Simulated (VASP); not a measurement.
# MnO (P6_3mc) in VASP: notebook

The runs below take MnO through single point, with BLYP, LDA, r2SCAN.

All numbers are computed with VASP 6.6.1; they aren't measurements. Logs are shortened: lines on timing, memory, paths and dates and some standing lists are left out, and cuts for length are marked.

## Step 1: The cell of the first run

Symmetry: P6_3mc, No. 186, hexagonal system. The conventional cell has a = 3.372 Å, b = 3.372 Å, c = 5.386 Å, α = 90.00°, β = 90.00°, γ = 120.00°. Mn (site symmetry 3m) has 4 O at 1.96 to 2.08 Å within 2.6 Å. O (site symmetry 3m) has 4 Mn at 1.96 to 2.08 Å within 2.6 Å.

## Step 2: Single point, BLYP, collinear spin, antiferromagnetic start

Contents of INCAR:

```
SYSTEM = MnO
AGGAC = 1.0
AGGAX = 1.0
ALDAC = 0.0
ALDAX = 1.0
ALGO = Normal
EDIFF = 1E-7
ENCUT = 520
GGA = B5
ISIF = 2
ISMEAR = 0
ISPIN = 2
LASPH = .True.
LCHARG = .False.
LMAXMIX = 4
LORBIT = 11
LREAL = .False.
LWAVE = .False.
MAGMOM = 4 -4 0 0
NBANDS = 31
NELM = 150
PREC = Accurate
SIGMA = 0.15
```

Contents of KPOINTS:

```
k-points
0
Gamma
  6 6 4
  0 0 0
```

Contents of POSCAR:

```
MnO
1.0
    3.3717000000      0.0000000000      0.0000000000
   -1.6858500000      2.9199800000      0.0000000000
    0.0000000000      0.0000000000      5.3855000000
Mn O
2 2
Direct
    0.3333333333      0.6666666667      0.0109600000
    0.6666666667      0.3333333333      0.5109600000
    0.3333333333      0.6666666667      0.3754700000
    0.6666666667      0.3333333333      0.8754700000
```

Potentials or basis: VASP PAW PBE potentials, release 64 (Mn_pv, O).

The run is started by

```
$ cat potpaw_PBE.64/Mn_pv/POTCAR potpaw_PBE.64/O/POTCAR > POTCAR
$ mpirun -np 1 vasp_std > vasp.out
```

OUTCAR:

```text
SYSTEM = MnO
   EDIFF = 1E-7
   ENCUT = 520
   GGA = B5
   ISIF = 2
   ISMEAR = 0
   ISPIN = 2
   LASPH = .True.
   LORBIT = 11
   LREAL = .False.
   NELM = 150
   PREC = Accurate

 ion  position               nearest neighbor table
   1  0.333  0.667  0.011-   3 1.96   4 2.08   4 2.08   4 2.08
   2  0.667  0.333  0.511-   4 1.96   3 2.08   3 2.08   3 2.08
   3  0.333  0.667  0.375-   1 1.96   2 2.08   2 2.08   2 2.08
   4  0.667  0.333  0.875-   2 1.96   1 2.08   1 2.08   1 2.08

  LATTYP: Found a hexagonal cell.
 ALAT       =     3.3717000000
 C/A-ratio  =     1.5972654744

  Lattice vectors:

 A1 = (   3.3717000000,   0.0000000000,   0.0000000000)
 A2 = (  -1.6858500000,   2.9199800000,   0.0000000000)
 A3 = (   0.0000000000,   0.0000000000,   5.3855000000)

Analysis of symmetry for initial positions (statically):
=====================================================================
 Subroutine PRICEL returns:
 Original cell was already a primitive cell.

 Routine SETGRP: Setting up the symmetry group for a
 hexagonal supercell.

 Subroutine GETGRP returns: Found 12 space group operations
 (whereof  6 operations were pure point group operations)
 out of a pool of 24 trial point group operations.

The static configuration has the point symmetry C_3v.
 The point group associated with its full space group is C_6v.

Analysis of symmetry for dynamics (positions and initial velocities):
=====================================================================
 Subroutine PRICEL returns:
 Original cell was already a primitive cell.

 Routine SETGRP: Setting up the symmetry group for a
 hexagonal supercell.

 Subroutine GETGRP returns: Found 12 space group operations
 (whereof  6 operations were pure point group operations)
 out of a pool of 24 trial point group operations.

The dynamic configuration has the point symmetry C_3v.
 The point group associated with its full space group is C_6v.

Analysis of structural, dynamic, and magnetic symmetry:
=====================================================================
 Subroutine PRICEL returns:
 Original cell was already a primitive cell.

 Routine SETGRP: Setting up the symmetry group for a
 hexagonal supercell.

 Subroutine GETGRP returns: Found 12 space group operations
 (whereof  6 operations were pure point group operations)
 out of a pool of 24 trial point group operations.

The overall configuration has the point symmetry C_3v.
 The point group associated with its full space group is C_6v.

 Subroutine INISYM returns: Found 12 space group operations
 (whereof  6 operations are pure point group operations),
 and found     1 'primitive' translations

----------------------------------------------------------------------------------------

                                     Primitive cell

  volume of cell :      53.0218

  direct lattice vectors                    reciprocal lattice vectors
     3.371700000  0.000000000  0.000000000     0.296586292  0.171234050  0.000000000
    -1.685850000  2.919980000  0.000000000     0.000000000  0.342468099  0.000000000
     0.000000000  0.000000000  5.385500000     0.000000000  0.000000000  0.185683781

  length of vectors
     3.371700000  3.371701859  5.385500000     0.342468288  0.342468099  0.185683781

  position of ions in fractional coordinates (direct lattice)
     0.333333333  0.666666667  0.010960000
     0.666666667  0.333333333  0.510960000
     0.333333333  0.666666667  0.375470000
     0.666666667  0.333333333  0.875470000

  ion indices of the primitive-cell ions
   primitive index   ion index
                 1           1
                 2           2
                 3           3
                 4           4

----------------------------------------------------------------------------------------

 KPOINTS: k-points

Automatic generation of k-mesh.
 Grid dimensions read from file:
 generate k-points for:    6    6    4

 Generating k-lattice:

  Cartesian coordinates                     Fractional coordinates (reciprocal lattice)
     0.049431049  0.028539008  0.000000000     0.166666667  0.000000000  0.000000000
     0.000000000  0.057078017  0.000000000     0.000000000  0.166666667  0.000000000
     0.000000000  0.000000000  0.046420945     0.000000000  0.000000000  0.250000000

  Length of vectors
     0.057078048  0.057078017  0.046420945

  Shift w.r.t. Gamma in fractional coordinates (k-lattice)
     0.000000000  0.000000000  0.000000000

 Subroutine IBZKPT returns following result:
 ===========================================

 Found     21 irreducible k-points:

 Following reciprocal coordinates:
            Coordinates               Weight
  0.000000  0.000000  0.000000      1.000000
  0.166667  0.000000  0.000000      6.000000
  0.333333  0.000000  0.000000      6.000000
  0.500000  0.000000  0.000000      3.000000
  0.166667  0.166667  0.000000      6.000000
  0.333333  0.166667  0.000000     12.000000
[... 13 lines left out ...]
  0.333333  0.166667  0.500000     12.000000
  0.333333  0.333333  0.500000      2.000000
   k-points           NKPTS =     21   k-points in BZ     NKDIM =     21   number of bands    NBANDS=     31
   number of dos      NEDOS =    301   number of ions     NIONS =      4
   total plane-waves  NPLWV =  31360
   dimension x,y,z NGX =    28 NGY =   28 NGZ =   40
   dimension x,y,z NGXF=    56 NGYF=   56 NGZF=   80
   ions per type =               2   2
   NGX,Y,Z   is equivalent  to a cutoff of  13.81, 13.81, 12.35 a.u.
   NGXF,Y,Z  is equivalent  to a cutoff of  27.61, 27.61, 24.70 a.u.
 SYSTEM =  MnO
   PREC   = accura    normal or accurate (medium, high low for compatibility)
   ISTART =      0    job   : 0-new  1-cont  2-samecut
   ICHARG =      2    charge: 1-file 2-atom 10-const
   ISPIN  =      2    spin polarized calculation?
   LNONCOLLINEAR =      F non collinear calculations
   LSORBIT =      F    spin-orbit coupling
   LASPH  =      T    aspherical Exc in radial PAW
   ENCUT  =  520.0 eV  38.22 Ry    6.18 a.u.   6.27  6.27 10.01*2*pi/ulx,y,z
   NELM   =    150;   NELMIN=  2; NELMDL= -5     # of ELM steps
   EDIFF  = 0.1E-06   stopping-criterion for ELM
   LREAL  =      F    real-space projection
   EDIFFG = 0.1E-05   stopping-criterion for IOM
   NSW    =      0    number of steps for IOM
   IBRION =     -1    ionic relax: 0-MD 1-quasi-New 2-CG
   NFREE  =      0    steps in history (QN), initial steepest desc. (CG)
   ISIF   =      2    stress and relaxation
   ISYM   =      2    0-nonsym 1-usesym 2-fastsym
   POTIM  = 0.5000    time-step for ionic-motion
   TEBEG  =    0.0;   TEEND  =   0.0 temperature during run
   PSTRESS=    0.0 pullay stress
   NELECT =      38.0000    total number of electrons
   NUPDOWN=      -1.0000    fix difference up-down
   EMIN   =  10.00;   EMAX   =-10.00  energy-range for DOS
   EFERMI =   0.00;   METHOD = LEGACY
   ISMEAR =     0;   SIGMA  =   0.15  broadening in eV -4-tet -1-fermi 0-gaus
   EFERMI_NEDOS =   21; number of points for ismear=-14 and -15
   IALGO  =     38    algorithm
   IMIX   =      4    mixing-type and parameters
     AMIX     =   0.40;   BMIX     =  1.00
     AMIX_MAG =   1.60;   BMIX_MAG =  1.00
  volume/ion in A,a.u.               =      13.26        89.45
  Fermi-wavevector in a.u.,A,eV,Ry     =   1.465045  2.768534 29.202974  2.146358
  Thomas-Fermi vector in A             =   2.580949
   LORBIT       =     11    0 simple, 1 ext, 2 COOP (PROOUT), +10 PAW based schemes
   GGA     = B5    functional components
   LHFCALC =     F    Hartree Fock is set to
   AEXX    =    0.0000 exact exchange contribution
   IVDW    =     0    specifies the selected vdW correction
   LEPSILON=     F    determine dielectric tensor
   LRPA    =     F    only Hartree local field effects (RPA)
 spin polarized calculation
 Gauss-broadening in eV      SIGMA  =   0.15
  energy-cutoff  :      520.00
  volume of cell :       53.02
 maximum number of plane-waves:      1448
 NGX is ok and might be reduce to    28
   NGX = 13   NGY = 13   NGZ = 21

 number of electron      38.0000000 magnetization      -0.0000000

 number of electron      38.0000000 magnetization       0.0000000

 Free energy of the ion-electron system (eV)
  ---------------------------------------------------
  ext. energy  EPLUGINS =         0.00000000
  ---------------------------------------------------
  free energy    TOTEN  =       -31.34577063 eV

  energy without entropy =      -31.34308530  energy(sigma->0) =      -31.34442797

 E-fermi :   5.6597     XC(G=0): -10.1178

 val. band max:        5.5904247394   @ k =   0.0000   0.0000   0.0000
 cond. band min:       6.2646964703   @ k =   0.0000   0.0000   0.2500
 fundamental gap:      0.6742717309
 Fermi energy:         5.6596891913

 spin component 1

 k-point     1 :       0.0000    0.0000    0.0000
  band No.  band energies     occupation
      1     -44.0905      1.00000
      2     -44.0905      1.00000
      3     -44.0513      1.00000
      4     -39.7227      1.00000
      5     -39.6905      1.00000
      6     -39.6904      1.00000
[... 703 lines left out ...]
     30      15.0170      0.00000
     31      19.6587      0.00000
 Fermi energy:         5.6596891913

 spin component 2

 k-point     1 :       0.0000    0.0000    0.0000
  band No.  band energies     occupation
      1     -44.0905      1.00000
      2     -44.0905      1.00000
      3     -44.0513      1.00000
      4     -39.7227      1.00000
      5     -39.6905      1.00000
      6     -39.6904      1.00000
[... 703 lines left out ...]
     30      15.0170      0.00000
     31      19.6587      0.00000

------------------------ aborting loop because EDIFF is reached ----------------------------------------

  FORCE on cell =-STRESS in cart. coord.  units (eV):
  Direction    XX          YY          ZZ          XY          YZ          ZX
  --------------------------------------------------------------------------------------
  -------------------------------------------------------------------------------------
  Total        1.1170784      1.1170800      1.3512990      0.0000000      0.0000000      0.0000000
  in kB       33.7551003     33.7551499     40.8326173      0.0000000      0.0000000      0.0000000
  external PRESSURE =      36.1142892 kB  Pullay stress =       0.0000000 kB

 VOLUME and BASIS-vectors are now :
 -----------------------------------------------------------------------------
  energy-cutoff  :      520.00
  volume of cell :       53.02
      direct lattice vectors                 reciprocal lattice vectors
     3.371700000  0.000000000  0.000000000     0.296586292  0.171234050  0.000000000
    -1.685850000  2.919980000  0.000000000     0.000000000  0.342468099  0.000000000
     0.000000000  0.000000000  5.385500000     0.000000000  0.000000000  0.185683781

 POSITION                                       TOTAL-FORCE (eV/Angst)
 -----------------------------------------------------------------------------------
     -0.00000      1.94665      0.05903        -0.000000      0.000000     -0.089549
      1.68585      0.97333      2.75178         0.000000     -0.000000     -0.089549
     -0.00000      1.94665      2.02209        -0.000000     -0.000000      0.089549
      1.68585      0.97333      4.71484         0.000000      0.000000      0.089549
 -----------------------------------------------------------------------------------
    total drift:                               -0.000000     -0.000000      0.001451

  FREE ENERGIE OF THE ION-ELECTRON SYSTEM (eV)
  ---------------------------------------------------
  free  energy   TOTEN  =       -31.3457706342 eV

  energy  without entropy=      -31.3430852963  energy(sigma->0) =      -31.34442797

 total charge

# of ion       s       p       d       tot
------------------------------------------
    1        0.233   6.221   5.012  11.467
    2        0.233   6.221   5.012  11.467
    3        1.546   3.463   0.000   5.009
    4        1.546   3.463   0.000   5.009
--------------------------------------------------
tot          3.558  19.370  10.024  32.952

 magnetization (x)

# of ion       s       p       d       tot
------------------------------------------
    1        0.017   0.043   4.133   4.192
    2       -0.017  -0.043  -4.133  -4.192
    3       -0.010  -0.083   0.000  -0.093
    4        0.010   0.083   0.000   0.093
--------------------------------------------------
tot          0.000   0.000  -0.000  -0.000
```

Wall time 2.4 min (1 thread of Intel Xeon Platinum 8488C (Sapphire Rapids), shared host); peak memory 0.22 GiB.

Results:

| Item | Value |
| --- | --- |
| Free energy | -31.3458 eV |
| Pressure | 3.6 GPa |
| Largest force | 0.090 eV/Å |
| Band gap on the k mesh | 0.05 eV (least direct gap 0.13 eV) |
| Net moment | 0.00 μB per cell |
| Site moments | Mn +4.19, -4.19; O -0.09, +0.09 μB |
| Valence electrons inside the program's atomic spheres | Mn 11.47; O 5.01 |

Forces on the atoms (eV/Å):
```
Mn   0.000  0.000 -0.090
Mn   0.000  0.000 -0.090
O    0.000  0.000  0.090
O    0.000  0.000  0.090
```

Stress tensor (GPa, compression positive):
```
3.38 0.00 0.00
0.00 3.38 0.00
0.00 0.00 4.08
```

Caveat: the cell stands under pressure; the smearing spreads over this small gap; semilocal functionals underestimate gaps, and a narrow one can read as zero; the PAW data sets were made with another functional, which shifts forces and pressure a little.

## Step 3: Single point, LDA, collinear spin, antiferromagnetic start

Contents of INCAR:

```
SYSTEM = MnO
PREC = Accurate ; ENCUT = 520
EDIFF = 1E-7 ; ISMEAR = 0
SIGMA = 0.15 ; LREAL = .FALSE.
LASPH = .TRUE. ; NELM = 150
ALGO = Normal ; ISIF = 2
LWAVE = .FALSE. ; LCHARG = .FALSE.
ISPIN = 2 ; MAGMOM = 4 -4 0 0
LORBIT = 11 ; LMAXMIX = 4
NBANDS = 31
```

Contents of KPOINTS:

```
regular mesh
0
G
  6 6 4
  0 0 0
```

POSCAR is that of step 2.

Potentials or basis: VASP PAW LDA potentials, release 64 (Mn_pv, O).

The run is started by

```
$ cat potpaw_LDA.64/Mn_pv/POTCAR potpaw_LDA.64/O/POTCAR > POTCAR
$ mpirun -np 1 vasp_std > vasp.out
```

Wall time 1.9 min (1 thread of Intel Xeon Platinum 8488C (Sapphire Rapids), shared host); peak memory 0.18 GiB.

The run converged. Its results:

| Item | Value |
| --- | --- |
| Free energy | -35.5018 eV |
| Pressure | -11.5 GPa |
| Largest force | 0.102 eV/Å |
| Band gap on the k mesh | zero (filled and empty bands overlap) |
| Net moment | 0.00 μB per cell |
| Site moments | Mn +4.12, -4.12; O -0.08, +0.08 μB |
| Valence electrons inside the program's atomic spheres | Mn 11.46; O 4.96 |

Forces in eV/Å, atoms in the order of the input:
```
Mn   0.000  0.000  0.102
Mn   0.000  0.000  0.102
O    0.000  0.000 -0.102
O    0.000  0.000 -0.102
```

Stress tensor (GPa, compression positive):
```
-10.91   0.00   0.00
  0.00 -10.91   0.00
  0.00   0.00 -12.74
```

Levels at points of the mesh, in eV from the Fermi level:
Spin up:
| k point | band 15 | band 16 | band 17 | band 18 | band 19 | band 20 | band 21 | band 22 | band 23 | band 24 |
| --- | --- | --- | --- | --- | --- | --- | --- | --- | --- | --- |
| (0.00, 0.00, 0.00) | -2.03 | -2.03 | -0.95 | -0.40 | -0.19 | -0.19 | 1.62 | 1.62 | 2.65 | 3.09 |
| (0.50, 0.00, 0.00) | -1.94 | -1.82 | -1.74 | -1.56 | -0.76 | 1.13 | 1.69 | 1.78 | 2.10 | 2.56 |
| (0.00, 0.00, 0.50) | -1.93 | -1.93 | -0.64 | -0.10 | -0.10 | 1.45 | 1.62 | 1.62 | 1.95 | 2.95 |
| (0.50, 0.00, 0.50) | -1.86 | -1.81 | -1.66 | -0.77 | -0.70 | 1.19 | 1.52 | 1.84 | 2.31 | 2.50 |
Spin down:
```csv
k point,band 16,band 17,band 18,band 19,band 20,band 21,band 22,band 23
"(0.00, 0.00, 0.00)",-2.03,-0.95,-0.40,-0.19,-0.19,1.62,1.62,2.65
"(0.50, 0.00, 0.00)",-1.82,-1.74,-1.56,-0.76,1.13,1.69,1.78,2.10
"(0.00, 0.00, 0.50)",-1.93,-0.64,-0.10,-0.10,1.45,1.62,1.62,1.95
"(0.50, 0.00, 0.50)",-1.81,-1.66,-0.77,-0.70,1.19,1.52,1.84,2.31
```

Caveat: the cell stands under tension; semilocal functionals often make such compounds metallic where correlation or magnetic order opens a gap, which also shifts bond lengths. With open d or f shells a metallic result of LDA can be an artefact of self-interaction; +U or a hybrid may open a gap.

## Step 4: Single point, r2SCAN, collinear spin, antiferromagnetic start

POSCAR is that of step 3.

Contents of INCAR.step1:

```
SYSTEM = MnO
ALGO = Normal
EDIFF = 1E-4
ENCUT = 520
GGA = PE
ISMEAR = 0
ISPIN = 2
LASPH = .True.
LCHARG = .False.
LMAXMIX = 4
LREAL = .False.
LWAVE = .True.
MAGMOM = 4 -4 0 0
NBANDS = 31
NELM = 150
PREC = Accurate
SIGMA = 0.15
```

Contents of INCAR.step2:

```
SYSTEM = MnO
ALGO = Normal
EDIFF = 1E-7
ENCUT = 520
ISIF = 2
ISMEAR = 0
ISPIN = 2
ISTART = 1
LASPH = .True.
LCHARG = .False.
LMAXMIX = 4
LMIXTAU = .True.
LORBIT = 11
LREAL = .False.
LWAVE = .False.
MAGMOM = 4 -4 0 0
METAGGA = R2SCAN
NBANDS = 31
NELM = 150
PREC = Accurate
SIGMA = 0.15
```

Contents of KPOINTS:

```
k-points
0
Gamma
  6 6 4
  0 0 0
```

Potentials or basis: VASP PAW PBE potentials, release 64 (Mn_pv, O).

The run is started by

```
$ cat potpaw_PBE.64/Mn_pv/POTCAR potpaw_PBE.64/O/POTCAR > POTCAR
$ cp INCAR.step1 INCAR
$ mpirun -np 1 vasp_std > vasp.out
$ cp INCAR.step2 INCAR
$ mpirun -np 1 vasp_std > vasp.out
```

Run time: 5.9 min. Hardware: 1 thread of Intel Xeon Platinum 8488C (Sapphire Rapids), shared host; peak memory 0.24 GiB.

Results (log left out):

```yaml
Free_energy: -49.0987 eV
Pressure: -0.3 GPa
Largest_force: 0.339 eV/Å
Band_gap_on_the_k_mesh: 0.35 eV (least direct gap 0.41 eV)
Net_moment: 0.00 μB per cell
Site_moments: Mn +4.38, -4.38; O -0.08, +0.08 μB
Valence_electrons_inside_the_program's_atomic_spheres: Mn 11.43; O 5.05
```

Forces on the atoms (eV/Å):
```
Mn   0.000  0.000 -0.339
Mn   0.000  0.000 -0.339
O    0.000  0.000  0.339
O    0.000  0.000  0.339
```

Stress tensor (GPa, compression positive):
```
-1.47  0.00  0.00
 0.00 -1.47  0.00
 0.00  0.00  1.89
```

Levels at points of the mesh, in eV from the valence-band top:
Spin up:
```csv
k point,band 16,band 17,band 18,band 19,band 20,band 21,band 22,band 23
"(0.00, 0.00, 0.00)",-2.12,-0.77,-0.06,-0.06,0.35,3.44,3.44,4.16
"(0.50, 0.00, 0.00)",-1.99,-1.74,-1.50,-0.75,2.70,3.37,3.69,3.71
"(0.00, 0.00, 0.50)",-2.03,-0.61,0.00,0.00,2.57,2.66,3.44,3.44
"(0.50, 0.00, 0.50)",-1.93,-1.74,-0.71,-0.71,2.70,3.31,3.75,4.00
```
Spin down:
```tsv
k point	band 17	band 18	band 19	band 20	band 21	band 22
(0.00, 0.00, 0.00)	-0.77	-0.06	-0.06	0.35	3.44	3.44
(0.50, 0.00, 0.00)	-1.74	-1.50	-0.75	2.70	3.37	3.69
(0.00, 0.00, 0.50)	-0.61	0.00	0.00	2.57	2.66	3.44
(0.50, 0.00, 0.50)	-1.74	-0.71	-0.71	2.70	3.31	3.75
```

Caveat: semilocal functionals underestimate gaps, and a narrow one can read as zero; the PAW data sets were made with another functional, which shifts forces and pressure a little.

## Step 5: The runs side by side

| level | potentials or basis | gap on the mesh (eV) | pressure (GPa) | moment (μB) | largest force (eV/Å) |
| --- | --- | --- | --- | --- | --- |
| BLYP | VASP PAW PBE potentials, release 64 (Mn_pv, O) | 0.05 | 3.6 | 0.00 | 0.09 |
| LDA | VASP PAW LDA potentials, release 64 (Mn_pv, O) | none | -11.5 | 0.00 | 0.10 |
| r2SCAN | VASP PAW PBE potentials, release 64 (Mn_pv, O) | 0.35 | -0.3 | 0.00 | 0.34 |

Alike in all rows: task single point; spin collinear, antiferromagnetic start; cell as given; k mesh 6 × 6 × 4; cutoff (eV) 520; smearing gaussian 0.15 eV.

Caveats: semilocal functionals underestimate gaps, and a narrow one can read as zero (at least some runs); the PAW data sets were made with another functional, which shifts forces and pressure a little (at least some runs); the cell stands under pressure (at least some runs); the smearing spreads over this small gap (at least some runs); the cell stands under tension (at least some runs); semilocal functionals often make such compounds metallic where correlation or magnetic order opens a gap, which also shifts bond lengths (at least some runs).

Total energies depend on the potentials used, so only differences within one code and one set of settings carry meaning.

The gap in the log of VASP goes by the Fermi energy; the results here count the filled bands.